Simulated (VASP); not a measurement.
# Si3N in VASP: further runs

Si3N is run at these levels: PBEsol; tasks: single point.

Everything below comes from runs of VASP 6.6.1. Logs are shortened: lines on timing, memory, paths and dates and some standing lists are left out, and cuts for length are marked.

### Step 1. The cell of the first run

The cell holds a slab with vacuum, 8 atoms: a = 3.842 Å, b = 3.842 Å, c = 26.891 Å, α = 90.00°, β = 90.00°, γ = 90.00°.

### Step 2. Single point, PBEsol

The input, INCAR:

```
PREC = Accurate
ENCUT = 520
EDIFF = 1E-6
ISMEAR = 0
SIGMA = 0.05
LREAL = F
LASPH = T
NELM = 60
ALGO = Normal
ISIF = 2
LWAVE = F
LCHARG = F
LDIPOL = T
IDIPOL = 3
DIPOL = 0.5 0.5 0.494
GGA = PS
NBANDS = 27
```

The input, KPOINTS:

```
regular mesh
0
Gamma
  8 8 1
```

The input, POSCAR:

```
Si3N
1.0
    3.8417168278      0.0000000000      0.0000000000
    0.0000000000      3.8417168278      0.0000000000
    0.0000000000      0.0000000000     26.8912600509
Si N
6 2
Direct
    0.0000000000      0.5000000000      0.3160878287
    0.0000000000      0.0000000000      0.3665968791
    0.5000000000      0.0000000000      0.4171059295
    0.5000000000      0.5000000000      0.4672971208
    0.0000000000      0.5000000000      0.5184941546
    0.0000000000      0.0000000000      0.5641211538
    0.0000000000      0.0000000000      0.6287121969
    0.0000000000      0.0000000000      0.6711383125
```

Potentials or basis: VASP PAW PBE potentials, release 64 (Si, N).

Started as:

```
> cat potpaw_PBE.64/Si/POTCAR potpaw_PBE.64/N/POTCAR > POTCAR
> mpirun -np 1 vasp_std > vasp.out
```

OUTCAR:

```text
PREC = Accurate
   ENCUT = 520
   EDIFF = 1E-6
   ISMEAR = 0
   LREAL = F
   LASPH = T
   NELM = 60
   ISIF = 2
   GGA = PS

 ion  position               nearest neighbor table
   1  0.000  0.500  0.316-   2 2.35   2 2.35
   2  0.000  0.000  0.367-   1 2.35   3 2.35   1 2.35   3 2.35
   3  0.500  0.000  0.417-   4 2.35   4 2.35   2 2.35   2 2.35
   4  0.500  0.500  0.467-   3 2.35   3 2.35   5 2.36   5 2.36
   5  0.000  0.500  0.518-   6 2.28   6 2.28   4 2.36   4 2.36
   6  0.000  0.000  0.564-   7 1.74   5 2.28   5 2.28
   7  0.000  0.000  0.629-   8 1.14   6 1.74
   8  0.000  0.000  0.671-   7 1.14

  LATTYP: Found a simple tetragonal cell.
 ALAT       =     3.8417168278
 C/A-ratio  =     6.9998027591

  Lattice vectors:

 A1 = (   3.8417168278,   0.0000000000,   0.0000000000)
 A2 = (   0.0000000000,   3.8417168278,   0.0000000000)
 A3 = (   0.0000000000,   0.0000000000,  26.8912600509)

Analysis of symmetry for initial positions (statically):
=====================================================================
 Subroutine PRICEL returns:
 Original cell was already a primitive cell.

 Routine SETGRP: Setting up the symmetry group for a
 simple tetragonal supercell.

 Subroutine GETGRP returns: Found  4 space group operations
 (whereof  4 operations were pure point group operations)
 out of a pool of 16 trial point group operations.

The static configuration has the point symmetry C_2v.

Analysis of symmetry for dynamics (positions and initial velocities):
=====================================================================
 Subroutine PRICEL returns:
 Original cell was already a primitive cell.

 Routine SETGRP: Setting up the symmetry group for a
 simple tetragonal supercell.

 Subroutine GETGRP returns: Found  4 space group operations
 (whereof  4 operations were pure point group operations)
 out of a pool of 16 trial point group operations.

The dynamic configuration has the point symmetry C_2v.

 Subroutine INISYM returns: Found  4 space group operations
 (whereof  4 operations are pure point group operations),
 and found     1 'primitive' translations

----------------------------------------------------------------------------------------

                                     Primitive cell

  volume of cell :     396.8824

  direct lattice vectors                    reciprocal lattice vectors
     3.841716828  0.000000000  0.000000000     0.260300289  0.000000000  0.000000000
     0.000000000  3.841716828  0.000000000     0.000000000  0.260300289  0.000000000
     0.000000000  0.000000000 26.891260051     0.000000000  0.000000000  0.037186803

  length of vectors
     3.841716828  3.841716828 26.891260051     0.260300289  0.260300289  0.037186803

  position of ions in fractional coordinates (direct lattice)
     0.000000000  0.500000000  0.316087829
     0.000000000  0.000000000  0.366596879
     0.500000000  0.000000000  0.417105930
     0.500000000  0.500000000  0.467297121
     0.000000000  0.500000000  0.518494155
     0.000000000  0.000000000  0.564121154
     0.000000000  0.000000000  0.628712197
     0.000000000  0.000000000  0.671138312

  ion indices of the primitive-cell ions
   primitive index   ion index
                 1           1
                 2           2
                 3           3
                 4           4
                 5           5
                 6           6
                 7           7
                 8           8

----------------------------------------------------------------------------------------

 KPOINTS: regular mesh

Automatic generation of k-mesh.
 Grid dimensions read from file:
 generate k-points for:    8    8    1

 Generating k-lattice:

  Cartesian coordinates                     Fractional coordinates (reciprocal lattice)
     0.032537536  0.000000000  0.000000000     0.125000000  0.000000000  0.000000000
     0.000000000  0.032537536  0.000000000     0.000000000  0.125000000  0.000000000
     0.000000000  0.000000000  0.037186803     0.000000000  0.000000000  1.000000000

  Length of vectors
     0.032537536  0.032537536  0.037186803

  Shift w.r.t. Gamma in fractional coordinates (k-lattice)
     0.000000000  0.000000000  0.000000000

 Subroutine IBZKPT returns following result:
 ===========================================

 Found     25 irreducible k-points:

 Following reciprocal coordinates:
            Coordinates               Weight
  0.000000  0.000000  0.000000      1.000000
  0.125000  0.000000  0.000000      2.000000
  0.000000  0.125000  0.000000      2.000000
  0.250000  0.000000  0.000000      2.000000
  0.000000  0.250000  0.000000      2.000000
  0.375000  0.000000  0.000000      2.000000
[... 16 lines left out ...]
  0.500000  0.375000  0.000000      2.000000
 -0.375000  0.500000  0.000000      2.000000
   k-points           NKPTS =     25   k-points in BZ     NKDIM =     25   number of bands    NBANDS=     27
   number of dos      NEDOS =    301   number of ions     NIONS =      8
   total plane-waves  NPLWV = 180000
   dimension x,y,z NGX =    30 NGY =   30 NGZ =  200
   dimension x,y,z NGXF=    60 NGYF=   60 NGZF=  400
   ions per type =               6   2
   NGX,Y,Z   is equivalent  to a cutoff of  12.98, 12.98, 12.36 a.u.
   NGXF,Y,Z  is equivalent  to a cutoff of  25.96, 25.96, 24.73 a.u.
 SYSTEM =  unknown system
   PREC   = accura    normal or accurate (medium, high low for compatibility)
   ISTART =      0    job   : 0-new  1-cont  2-samecut
   ICHARG =      2    charge: 1-file 2-atom 10-const
   ISPIN  =      1    spin polarized calculation?
   LNONCOLLINEAR =      F non collinear calculations
   LSORBIT =      F    spin-orbit coupling
   LASPH  =      T    aspherical Exc in radial PAW
   ENCUT  =  520.0 eV  38.22 Ry    6.18 a.u.   7.14  7.14 50.00*2*pi/ulx,y,z
   NELM   =     60;   NELMIN=  2; NELMDL= -5     # of ELM steps
   EDIFF  = 0.1E-05   stopping-criterion for ELM
   LREAL  =      F    real-space projection
   EDIFFG = 0.1E-04   stopping-criterion for IOM
   NSW    =      0    number of steps for IOM
   IBRION =     -1    ionic relax: 0-MD 1-quasi-New 2-CG
   NFREE  =      0    steps in history (QN), initial steepest desc. (CG)
   ISIF   =      2    stress and relaxation
   ISYM   =      2    0-nonsym 1-usesym 2-fastsym
   POTIM  = 0.5000    time-step for ionic-motion
   TEBEG  =    0.0;   TEEND  =   0.0 temperature during run
   PSTRESS=    0.0 pullay stress
   NELECT =      34.0000    total number of electrons
   NUPDOWN=      -1.0000    fix difference up-down
   EMIN   =  10.00;   EMAX   =-10.00  energy-range for DOS
   EFERMI =   0.00;   METHOD = LEGACY
   ISMEAR =     0;   SIGMA  =   0.05  broadening in eV -4-tet -1-fermi 0-gaus
   EFERMI_NEDOS =   21; number of points for ismear=-14 and -15
   IALGO  =     38    algorithm
   IMIX   =      4    mixing-type and parameters
     AMIX     =   0.40;   BMIX     =  1.00
     AMIX_MAG =   1.60;   BMIX_MAG =  1.00
  volume/ion in A,a.u.               =      49.61       334.79
  Fermi-wavevector in a.u.,A,eV,Ry     =   0.721684  1.363785  7.086296  0.520828
  Thomas-Fermi vector in A             =   1.811455
   LORBIT       =      0    0 simple, 1 ext, 2 COOP (PROOUT), +10 PAW based schemes
   GGA     = PS    functional components
   LHFCALC =     F    Hartree Fock is set to
   AEXX    =    0.0000 exact exchange contribution
   IVDW    =     0    specifies the selected vdW correction
   LEPSILON=     F    determine dielectric tensor
   LRPA    =     F    only Hartree local field effects (RPA)
 non-spin polarized calculation
 Gauss-broadening in eV      SIGMA  =   0.05
  energy-cutoff  :      520.00
  volume of cell :      396.88
 maximum number of plane-waves:     10732
 NGX is ok and might be reduce to    30
   NGX = 15   NGY = 15   NGZ = 99

 dipolmoment           0.000000      0.000000      0.026024 electrons x Angstroem

 number of electron      34.0000000 magnetization

 dipolmoment           0.000000      0.000000     -0.066666 electrons x Angstroem

 Free energy of the ion-electron system (eV)
  ---------------------------------------------------
  ext. energy  EPLUGINS =         0.00000000
  ---------------------------------------------------
  free energy    TOTEN  =       -47.35446874 eV

  energy without entropy =      -47.35313631  energy(sigma->0) =      -47.35380252

 E-fermi :  -1.2578     XC(G=0):  -4.1245

 val. band max:       -1.3060933058   @ k =   0.2500   0.0000   0.0000
 cond. band min:      -1.2070027060   @ k =   0.3750   0.2500   0.0000
 fundamental gap:      0.0990905998
 Fermi energy:        -1.2577615885

 k-point     1 :       0.0000    0.0000    0.0000
  band No.  band energies     occupation
      1     -25.2552      2.00000
      2     -15.0657      2.00000
      3     -13.0089      2.00000
      4     -11.6918      2.00000
      5      -9.7973      2.00000
      6      -9.0776      2.00000
[... 19 lines left out ...]
     26       2.3614      0.00000
     27       2.4072      0.00000

 k-point     2 :       0.1250    0.0000    0.0000
  band No.  band energies     occupation
      1     -25.2521      2.00000
      2     -15.0447      2.00000
      3     -12.8833      2.00000
      4     -11.5833      2.00000
      5      -9.7919      2.00000
      6      -9.0719      2.00000
[... 19 lines left out ...]
     26       2.4504      0.00000
     27       2.7984      0.00000

 k-point     3 :       0.0000    0.1250    0.0000
  band No.  band energies     occupation
      1     -25.2520      2.00000
      2     -15.0335      2.00000
      3     -12.8886      2.00000
      4     -11.5836      2.00000
      5      -9.6752      2.00000
      6      -9.1362      2.00000
[... 594 lines left out ...]
      1     -25.2171      2.00000
      2     -14.7760      2.00000
      3     -10.2584      2.00000
      4     -10.0415      2.00000
      5      -9.3290      2.00000
      6      -9.2336      2.00000
[... 19 lines left out ...]
     26       3.0649      0.00000
     27       4.0711      0.00000

 k-point    24 :      -0.3750    0.5000    0.0000
  band No.  band energies     occupation
      1     -25.2169      2.00000
      2     -14.7643      2.00000
      3     -10.4482      2.00000
      4      -9.7732      2.00000
      5      -9.4521      2.00000
      6      -9.1744      2.00000
[... 19 lines left out ...]
     26       3.4278      0.00000
     27       4.5266      0.00000

 [... further k-points ...]

------------------------ aborting loop because EDIFF is reached ----------------------------------------

 vacuum level on the upper side and lower side of the slab       (xc-potential included)        -0.409         0.259

  FORCE on cell =-STRESS in cart. coord.  units (eV):
  Direction    XX          YY          ZZ          XY          YZ          ZX
  --------------------------------------------------------------------------------------
  -------------------------------------------------------------------------------------
  Total       -3.6497002      1.1245261      1.1818586      0.0000000      0.0000000      0.0000000
  in kB      -14.7335000      4.5396070      4.7710533      0.0000000      0.0000000      0.0000000
  external PRESSURE =      -1.8076132 kB  Pullay stress =       0.0000000 kB

 VOLUME and BASIS-vectors are now :
 -----------------------------------------------------------------------------
  energy-cutoff  :      520.00
  volume of cell :      396.88
      direct lattice vectors                 reciprocal lattice vectors
     3.841716828  0.000000000  0.000000000     0.260300289  0.000000000  0.000000000
     0.000000000  3.841716828  0.000000000     0.000000000  0.260300289  0.000000000
     0.000000000  0.000000000 26.891260051     0.000000000  0.000000000  0.037186803

 POSITION                                       TOTAL-FORCE (eV/Angst)
 -----------------------------------------------------------------------------------
      0.00000      1.92086      8.50000         0.000000      0.000000     -0.091641
      0.00000      0.00000      9.85825         0.000000      0.000000      0.092456
      1.92086      0.00000     11.21650         0.000000      0.000000     -0.013297
      1.92086      1.92086     12.56621         0.000000      0.000000     -0.000098
      0.00000      1.92086     13.94296         0.000000      0.000000     -0.004168
      0.00000      0.00000     15.16993         0.000000      0.000000      0.037810
      0.00000      0.00000     16.90686         0.000000      0.000000     -0.990096
      0.00000      0.00000     18.04775         0.000000      0.000000      0.969034
 -----------------------------------------------------------------------------------
    total drift:                                0.000000     -0.000000     -0.000071

  FREE ENERGIE OF THE ION-ELECTRON SYSTEM (eV)
  ---------------------------------------------------
  free  energy   TOTEN  =       -47.3544687380 eV

  energy  without entropy=      -47.3531363085  energy(sigma->0) =      -47.35380252

 vacuum level on the upper side and lower side of the slab         3.440         4.188
```

Wall time 4.8 min (1 thread of Intel Xeon 6975P-C (Granite Rapids), shared host); peak memory 0.54 GiB.

Results:

```
Free energy            : -47.3545 eV
Largest force          : 0.990 eV/Å
Band gap on the k mesh : zero (bands 17 and 18 overlap by 0.82 eV)
```

Forces in eV/Å, atoms in the order of the input:
```
Si   0.000  0.000 -0.092
Si   0.000  0.000  0.092
Si   0.000  0.000 -0.013
Si   0.000  0.000  0.000
Si   0.000  0.000 -0.004
Si   0.000  0.000  0.038
N    0.000  0.000 -0.990
N    0.000  0.000  0.969
```

Caveat: the standard files for N, O and F lose accuracy on very short bonds; the PAW data sets were made with another functional, which shifts forces and pressure a little.

### Step 3. Single point, PBEsol

The input, INCAR:

```
SYSTEM = Si3N
ALGO     = Normal         ! electronic algorithm
DIPOL    = 0.5 0.5 0.502
EDIFF    = 1E-6           ! SCF threshold, eV
ENCUT    = 520            ! plane-wave cutoff, eV
GGA      = PS             ! functional
IDIPOL   = 3            
ISIF     = 2              ! what is computed and relaxed
ISMEAR   = 0              ! smearing method
LASPH    = .True.         ! aspherical terms in the spheres
LCHARG   = .True.         ! write CHGCAR
LDIPOL   = .True.       
LELF     = .True.         ! ELF
LREAL    = .False.        ! projectors in reciprocal space
LVACPOTAV= .True.       
LVHAR    = .True.       
LWAVE    = .False.        ! write WAVECAR
NBANDS   = 27             ! bands
NELM     = 60             ! most SCF steps
PREC     = Accurate       ! precision mode
SIGMA    = 0.05           ! smearing width, eV
```

The input, KPOINTS:

```
k-points
0
Gamma
  8 8 1
  0 0 0
```

The input, POSCAR:

```
Si3N
1.0
    3.8417168278      0.0000000000      0.0000000000
    0.0000000000      3.8417168278      0.0000000000
    0.0000000000      0.0000000000     26.8912600509
Si N
6 2
Direct
    0.0000000000      0.5000000000      0.3160878287
    0.0000000000      0.0000000000      0.3665968791
    0.5000000000      0.0000000000      0.4171059295
    0.5000000000      0.5000000000      0.4673395889
    0.0000000000      0.5000000000      0.5179784263
    0.0000000000      0.0000000000      0.5673638410
    0.5000000000      0.5000000000      0.6623805966
    0.5000000000      0.5000000000      0.7033345184
```

Potentials or basis: VASP PAW PBE potentials, release 64 (Si, N).

Started as:

```
> cat potpaw_PBE.64/Si/POTCAR potpaw_PBE.64/N/POTCAR > POTCAR
> mpirun -np 1 vasp_std > vasp.out
```

It took 3.6 min on 1 thread of Intel Xeon 6975P-C (Granite Rapids), shared host; peak memory 0.54 GiB.

The run converged. Its results:

```yaml
Free_energy: -47.4486 eV
Largest_force: 1.845 eV/Å
Band_gap_on_the_k_mesh: zero (bands 17 and 18 overlap by 1.14 eV)
```

Forces in eV/Å, atoms in the order of the input:
```
Si   0.000  0.000  0.145
Si   0.000  0.000 -0.137
Si   0.000  0.000 -0.018
Si   0.000  0.000  0.004
Si   0.000  0.000 -0.004
Si   0.000  0.000  0.008
N    0.000  0.000 -1.844
N    0.000  0.000  1.845
```

Levels at points of the mesh, in eV from the Fermi level:
| k point | band 15 | band 16 | band 17 | band 18 | band 19 | band 20 |
| --- | --- | --- | --- | --- | --- | --- |
| (0.00, 0.00, 0.00) | -0.68 | -0.27 | 0.54 | 1.18 | 1.20 | 1.69 |
| (0.50, 0.00, 0.00) | -0.88 | -0.76 | -0.59 | 0.45 | 0.53 | 2.48 |
| (0.00, 0.50, 0.00) | -1.04 | -0.67 | -0.58 | 2.43 | 2.43 | 2.50 |
| (0.50, 0.50, 0.00) | -2.98 | -0.66 | -0.66 | -0.60 | -0.57 | 2.41 |

Caveat: the standard files for N, O and F lose accuracy on very short bonds; the PAW data sets were made with another functional, which shifts forces and pressure a little.

### Step 4. Single point, PBEsol

The input, INCAR:

```
SYSTEM = Si3N
PREC     = Accurate       ! precision mode
ENCUT    = 520            ! plane-wave cutoff, eV
EDIFF    = 1E-7           ! SCF threshold, eV
ISMEAR   = 0              ! smearing method
SIGMA    = 0.05           ! smearing width, eV
LREAL    = .False.        ! projectors in reciprocal space
LASPH    = .True.         ! aspherical terms in the spheres
NELM     = 100            ! most SCF steps
ALGO     = Normal         ! electronic algorithm
ISIF     = 2              ! what is computed and relaxed
LWAVE    = .False.        ! write WAVECAR
LCHARG   = .False.        ! write CHGCAR
LDIPOL   = .True.       
IDIPOL   = 3            
DIPOL    = 0.5 0.5 0.493
GGA      = PS             ! functional
NBANDS   = 27             ! bands
```

The input, KPOINTS:

```
Automatic mesh
0
Gamma
  8 8 1
  0 0 0
```

The input, POSCAR:

```
Si3N
1.0
    3.8417168278      0.0000000000      0.0000000000
    0.0000000000      3.8417168278      0.0000000000
    0.0000000000      0.0000000000     26.8912600509
Si N
6 2
Direct
    0.0000000000      0.5000000000      0.3160878287
    0.0000000000      0.0000000000      0.3665968791
    0.5000000000      0.0000000000      0.4171059295
    0.5000000000      0.5000000000      0.4672582128
    0.0000000000      0.5000000000      0.5187932353
    0.0000000000      0.0000000000      0.5689458172
    0.5000000000      0.0000000000      0.6218012196
    0.5000000000      0.0000000000      0.6637729946
```

Started as:

```
> cat potpaw_PBE.64/Si/POTCAR potpaw_PBE.64/N/POTCAR > POTCAR
> mpirun -np 1 vasp_std > vasp.out
```

Run time: 4.2 min. Hardware: 1 thread of Intel Xeon 6975P-C (Granite Rapids), shared host; peak memory 0.54 GiB.

The run converged. Its results:

* Free energy: -47.2020 eV
* Largest force: 1.258 eV/Å
* Band gap on the k mesh: zero (bands 17 and 18 overlap by 1.08 eV)

Forces on the atoms (eV/Å):
```
Si   0.000  0.000  0.006
Si   0.000  0.000  0.032
Si   0.000  0.000 -0.048
Si   0.000  0.000  0.003
Si   0.000  0.000  0.000
Si   0.000  0.000  0.010
N    0.000  0.000 -1.258
N    0.000  0.000  1.256
```

Levels at points of the mesh, in eV from the Fermi level:
| k point | band 14 | band 15 | band 16 | band 17 | band 18 | band 19 | band 20 | band 21 |
| --- | --- | --- | --- | --- | --- | --- | --- | --- |
| (0.00, 0.00, 0.00) | -1.39 | -0.52 | -0.47 | 0.43 | 0.46 | 0.89 | 1.05 | 1.93 |
| (0.50, 0.00, 0.00) | -1.33 | -1.05 | -0.76 | -0.64 | 0.22 | 0.96 | 2.04 | 2.12 |
| (0.00, 0.50, 0.00) | -1.43 | -1.11 | -0.69 | -0.13 | 0.44 | 1.37 | 2.30 | 2.43 |
| (0.50, 0.50, 0.00) | -3.38 | -3.04 | -1.35 | -0.63 | -0.62 | -0.06 | 1.12 | 1.92 |

Caveat: the standard files for N, O and F lose accuracy on very short bonds; the PAW data sets were made with another functional, which shifts forces and pressure a little.

### Step 5. The runs side by side

```tsv
cell	gap on the mesh (eV)	largest force (eV/Å)
as given, atomic positions A	none	0.99
as given, atomic positions B	none	1.84
as given, atomic positions C	none	1.26
```

Alike in all rows: task single point; level PBEsol; potentials or basis VASP PAW PBE potentials, release 64 (Si, N); no spin polarisation; k mesh 8 × 8 × 1; cutoff (eV) 520; smearing gaussian 0.05 eV.

Caveats: the standard files for N, O and F lose accuracy on very short bonds; the PAW data sets were made with another functional, which shifts forces and pressure a little.

Total energies depend on the potentials used, so only differences within one code and one set of settings carry meaning.
